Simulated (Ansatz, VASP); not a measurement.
Si4Cl in VASP and in Ansatz

```
Si Cl
1.0
     4.19417    0.00000    0.00000
    -2.09709    3.63226    0.00000
     0.00000    0.00000    7.36528
Si Cl
4 1
Cartesian
  0.0000 2.4215 0.0000
  2.0971 1.2108 0.0000
  0.0000 0.0000 6.0882
  0.0000 0.0000 1.2771
  0.0000 0.0000 3.6826
```

Alike in both runs: task relaxation of cell and atoms; functional PBE; k mesh 12 × 12 × 6; occupations gaussian, width 0.1 eV; no spin polarisation.

```csv
,VASP,Ansatz
version,VASP 6.6.1,Ansatz 0.2.0
potentials or method,"VASP PAW PBE potentials, release 64 (Si, Cl), cutoff 600 eV","scalar-relativistic, plane waves, PAW"
valence electrons in the cell,23,23
```

Ansatz gave:

* gap on the k mesh at the Fermi level, each at its own relaxed structure (eV): none
* relaxed volume (Å³/atom): 22.40
* relaxed cell length with the largest relative difference (Å): 7.441

Problem. Which values does VASP return?

Solution. gap on the k mesh at the Fermi level, each at its own relaxed structure (eV): none; relaxed volume (Å³/atom): 22.39; relaxed cell length with the largest relative difference (Å): 7.446.

A gap of «none» marks a metal or a gap that the smearing closes.
